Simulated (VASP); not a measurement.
# SiNi (R3) in VASP: further runs, part 2 of 2

VASP 6.6.1. Earlier steps stand in the parts before.

**3. Single point, PBEsol (atom 1 (Si) moved -0.050 Å towards its neighbour atom 5 (Ni) at 2.341 Å)**

INCAR reads:

```
PREC = Accurate
ENCUT = 520
EDIFF = 1E-6
ISMEAR = 0
SIGMA = 0.15
LREAL = False
LASPH = True
NELM = 100
ALGO = Normal
ISIF = 2
LWAVE = False
LCHARG = True
GGA = PS
LELF = True
LVHAR = True
NBANDS = 38
```

KPOINTS reads:

```
regular mesh
0
Gamma
  10 10 10
```

POSCAR reads:

```
SiNi
1.0
    4.4679769961      0.0000000000      0.0000000000
    0.0000000000      4.4679769961      0.0000000000
    0.0000000000      0.0000000000      4.4679769961
Si Ni
4 4
Direct
    0.8400035479      0.8400035479      0.8400035479
    0.6535354713      0.1535354713      0.3464645287
    0.3464645287      0.6535354713      0.1535354713
    0.1535354713      0.3464645287      0.6535354713
    0.1489904887      0.1489904887      0.1489904887
    0.3510095113      0.8510095113      0.6489904887
    0.6489904887      0.3510095113      0.8510095113
    0.8510095113      0.6489904887      0.3510095113
```

Potentials or basis: VASP PAW PBE potentials, release 64 (Si, Ni).

Started as:

```
$ cat potpaw_PBE.64/Si/POTCAR potpaw_PBE.64/Ni/POTCAR > POTCAR
$ mpirun -np 1 vasp_std > vasp.out
```

OUTCAR:

```text
PREC = Accurate
   ENCUT = 520
   EDIFF = 1E-6
   ISMEAR = 0
   LREAL = False
   LASPH = True
   NELM = 100
   ISIF = 2
   GGA = PS

 ion  position               nearest neighbor table
   1  0.840  0.840  0.840-   8 2.35   7 2.35   6 2.35   5 2.39   7 2.44   8 2.44   6 2.44   3 2.74
                             4 2.74   2 2.74   2 2.79   3 2.79   4 2.79
   2  0.654  0.154  0.346-   6 2.34   5 2.38   7 2.38   8 2.38   7 2.42   8 2.42   5 2.42   1 2.74
                             3 2.76   3 2.76   4 2.76   4 2.76   1 2.79
   3  0.346  0.654  0.154-   7 2.34   6 2.38   5 2.38   8 2.38   8 2.42   6 2.42   5 2.42   1 2.74
                             4 2.76   2 2.76   2 2.76   4 2.76   1 2.79
   4  0.154  0.346  0.654-   8 2.34   6 2.38   7 2.38   5 2.38   6 2.42   5 2.42   7 2.42   1 2.74
                             3 2.76   2 2.76   2 2.76   3 2.76   1 2.79
   5  0.149  0.149  0.149-   2 2.38   3 2.38   4 2.38   1 2.39   3 2.42   4 2.42   2 2.42   6 2.75
                             7 2.75   8 2.75   6 2.75   8 2.75   7 2.75
   6  0.351  0.851  0.649-   2 2.34   1 2.35   3 2.38   4 2.38   3 2.42   4 2.42   1 2.44   8 2.75
                             5 2.75   5 2.75   7 2.75   7 2.75   8 2.75
   7  0.649  0.351  0.851-   3 2.34   1 2.35   2 2.38   4 2.38   4 2.42   2 2.42   1 2.44   8 2.75
                             5 2.75   8 2.75   6 2.75   6 2.75   5 2.75
   8  0.851  0.649  0.351-   4 2.34   1 2.35   3 2.38   2 2.38   2 2.42   3 2.42   1 2.44   7 2.75
                             5 2.75   7 2.75   5 2.75   6 2.75   6 2.75

  LATTYP: Found a simple cubic cell.
 ALAT       =     4.4679769961

  Lattice vectors:

 A1 = (   4.4679769961,   0.0000000000,   0.0000000000)
 A2 = (   0.0000000000,   4.4679769961,   0.0000000000)
 A3 = (   0.0000000000,   0.0000000000,   4.4679769961)

Analysis of symmetry for initial positions (statically):
=====================================================================
 Subroutine PRICEL returns:
 Original cell was already a primitive cell.

 Routine SETGRP: Setting up the symmetry group for a
 simple cubic supercell.

 Subroutine GETGRP returns: Found  3 space group operations
 (whereof  3 operations were pure point group operations)
 out of a pool of 48 trial point group operations.

The static configuration has the point symmetry C_3 .

Analysis of symmetry for dynamics (positions and initial velocities):
=====================================================================
 Subroutine PRICEL returns:
 Original cell was already a primitive cell.

 Routine SETGRP: Setting up the symmetry group for a
 simple cubic supercell.

 Subroutine GETGRP returns: Found  3 space group operations
 (whereof  3 operations were pure point group operations)
 out of a pool of 48 trial point group operations.

The dynamic configuration has the point symmetry C_3 .

 Subroutine INISYM returns: Found  3 space group operations
 (whereof  3 operations are pure point group operations),
 and found     1 'primitive' translations

----------------------------------------------------------------------------------------

                                     Primitive cell

  volume of cell :      89.1934

  direct lattice vectors                    reciprocal lattice vectors
     4.467976996  0.000000000  0.000000000     0.223814939  0.000000000  0.000000000
     0.000000000  4.467976996  0.000000000     0.000000000  0.223814939  0.000000000
[... 80 lines left out ...]
   number of dos      NEDOS =    301   number of ions     NIONS =      8
   total plane-waves  NPLWV =  46656
   dimension x,y,z NGX =    36 NGY =   36 NGZ =   36
   dimension x,y,z NGXF=    72 NGYF=   72 NGZF=   72
   ions per type =               4   4
   NGX,Y,Z   is equivalent  to a cutoff of  13.39, 13.39, 13.39 a.u.
   NGXF,Y,Z  is equivalent  to a cutoff of  26.79, 26.79, 26.79 a.u.
 SYSTEM =  unknown system
   PREC   = accura    normal or accurate (medium, high low for compatibility)
   ISTART =      0    job   : 0-new  1-cont  2-samecut
   ICHARG =      2    charge: 1-file 2-atom 10-const
   ISPIN  =      1    spin polarized calculation?
   LNONCOLLINEAR =      F non collinear calculations
   LSORBIT =      F    spin-orbit coupling
   LASPH  =      T    aspherical Exc in radial PAW
   ENCUT  =  520.0 eV  38.22 Ry    6.18 a.u.   8.31  8.31  8.31*2*pi/ulx,y,z
   NELM   =    100;   NELMIN=  2; NELMDL= -5     # of ELM steps
   EDIFF  = 0.1E-05   stopping-criterion for ELM
   LREAL  =      F    real-space projection
   EDIFFG = 0.1E-04   stopping-criterion for IOM
   NSW    =      0    number of steps for IOM
   IBRION =     -1    ionic relax: 0-MD 1-quasi-New 2-CG
   NFREE  =      0    steps in history (QN), initial steepest desc. (CG)
   ISIF   =      2    stress and relaxation
   ISYM   =      2    0-nonsym 1-usesym 2-fastsym
   POTIM  = 0.5000    time-step for ionic-motion
   TEBEG  =    0.0;   TEEND  =   0.0 temperature during run
   PSTRESS=    0.0 pullay stress
   NELECT =      56.0000    total number of electrons
   NUPDOWN=      -1.0000    fix difference up-down
   EMIN   =  10.00;   EMAX   =-10.00  energy-range for DOS
   EFERMI =   0.00;   METHOD = LEGACY
   ISMEAR =     0;   SIGMA  =   0.15  broadening in eV -4-tet -1-fermi 0-gaus
   EFERMI_NEDOS =   21; number of points for ismear=-14 and -15
   IALGO  =     38    algorithm
   IMIX   =      4    mixing-type and parameters
     AMIX     =   0.40;   BMIX     =  1.00
     AMIX_MAG =   1.60;   BMIX_MAG =  1.00
  volume/ion in A,a.u.               =      11.15        75.24
  Fermi-wavevector in a.u.,A,eV,Ry     =   1.401823  2.649062 26.736922  1.965108
  Thomas-Fermi vector in A             =   2.524646
   LORBIT       =      0    0 simple, 1 ext, 2 COOP (PROOUT), +10 PAW based schemes
   GGA     = PS    functional components
   LHFCALC =     F    Hartree Fock is set to
   AEXX    =    0.0000 exact exchange contribution
   IVDW    =     0    specifies the selected vdW correction
   LEPSILON=     F    determine dielectric tensor
   LRPA    =     F    only Hartree local field effects (RPA)
 non-spin polarized calculation
 Gauss-broadening in eV      SIGMA  =   0.15
  energy-cutoff  :      520.00
  volume of cell :       89.19
 maximum number of plane-waves:      2469
 NGX is ok and might be reduce to    36
   NGX = 17   NGY = 17   NGZ = 17

 number of electron      56.0000012 magnetization

 Free energy of the ion-electron system (eV)
  ---------------------------------------------------
  ext. energy  EPLUGINS =         0.00000000
  ---------------------------------------------------
  free energy    TOTEN  =       -51.57906589 eV

  energy without entropy =      -51.54967832  energy(sigma->0) =      -51.56437210

 E-fermi :  12.1977     XC(G=0): -12.7927

 val. band max:       12.1941056199   @ k =   0.0000  -0.3000   0.2000
 cond. band min:      12.1990935283   @ k =  -0.1000   0.1000   0.4000
 fundamental gap:      0.0049879085
 Fermi energy:        12.1976583495

 k-point     1 :       0.0000    0.0000    0.0000
  band No.  band energies     occupation
      1      -2.2204      2.00000
      2       3.2611      2.00000
      3       3.2864      2.00000
      4       3.2864      2.00000
      5       5.7559      2.00000
      6       5.7559      2.00000
[... 973 lines left out ...]
     37      16.5717      0.00000
     38      16.8385      0.00000

 [... further k-points ...]

------------------------ aborting loop because EDIFF is reached ----------------------------------------

  FORCE on cell =-STRESS in cart. coord.  units (eV):
  Direction    XX          YY          ZZ          XY          YZ          ZX
  --------------------------------------------------------------------------------------
  -------------------------------------------------------------------------------------
  Total        0.1922964      0.1922964      0.1922964     -0.0577487     -0.0577487     -0.0577487
  in kB        3.4542113      3.4542113      3.4542113     -1.0373368     -1.0373368     -1.0373368
  external PRESSURE =       3.4542113 kB  Pullay stress =       0.0000000 kB

 VOLUME and BASIS-vectors are now :
 -----------------------------------------------------------------------------
  energy-cutoff  :      520.00
  volume of cell :       89.19
      direct lattice vectors                 reciprocal lattice vectors
     4.467976996  0.000000000  0.000000000     0.223814939  0.000000000  0.000000000
     0.000000000  4.467976996  0.000000000     0.000000000  0.223814939  0.000000000
     0.000000000  0.000000000  4.467976996     0.000000000  0.000000000  0.223814939

 POSITION                                       TOTAL-FORCE (eV/Angst)
 -----------------------------------------------------------------------------------
      3.75312      3.75312      3.75312         0.350276      0.350276      0.350276
      2.91998      0.68599      1.54800         0.010366     -0.027035     -0.050755
      1.54800      2.91998      0.68599        -0.050755      0.010366     -0.027035
      0.68599      1.54800      2.91998        -0.027035     -0.050755      0.010366
      0.66569      0.66569      0.66569        -0.097443     -0.097443     -0.097443
      1.56830      3.80229      2.89967        -0.142771      0.000482     -0.043120
      2.89967      1.56830      3.80229        -0.043120     -0.142771      0.000482
      3.80229      2.89967      1.56830         0.000482     -0.043120     -0.142771
 -----------------------------------------------------------------------------------
    total drift:                                0.000006      0.000006      0.000006

  FREE ENERGIE OF THE ION-ELECTRON SYSTEM (eV)
  ---------------------------------------------------
  free  energy   TOTEN  =       -51.5790658932 eV

  energy  without entropy=      -51.5496783160  energy(sigma->0) =      -51.56437210
```

It took 11 min on 1 thread of Intel Xeon 8259CL, shared host; peak memory 0.53 GiB.

What came out:

```yaml
Free_energy: -51.5791 eV
Pressure: 0.3 GPa
Largest_force: 0.607 eV/Å
Band_gap_on_the_k_mesh: zero (bands 28 and 29 overlap by 1.24 eV)
```

Forces on the atoms (eV/Å):
```
Si   0.350  0.350  0.350
Si   0.010 -0.027 -0.051
Si  -0.051  0.010 -0.027
Si  -0.027 -0.051  0.010
Ni  -0.097 -0.097 -0.097
Ni  -0.143  0.000 -0.043
Ni  -0.043 -0.143  0.000
Ni   0.000 -0.043 -0.143
```

Levels at points of the mesh, in eV from the Fermi level:
```
           k point  band 25  band 26  band 27  band 28  band 29  band 30  band 31  band 32
(0.00, 0.00, 0.00)    -1.66    -1.65    -1.65     1.05     1.06     1.06     1.41     1.41
(0.50, 0.00, 0.00)    -2.05    -2.04    -0.64    -0.61    -0.19    -0.17     2.78     2.82
(0.50, 0.50, 0.00)    -1.58    -1.56    -0.99    -0.98     0.36     0.38     0.87     0.92
(0.50, 0.50, 0.50)    -1.84    -1.83    -1.81    -1.81     4.26     4.32     4.32     4.34
```

Caveat: the cell differs from its parent crystal (atom 1 (Si) moved -0.050 Å towards its neighbour atom 5 (Ni) at 2.341 Å); the PAW data sets were made with another functional, which shifts forces and pressure a little.
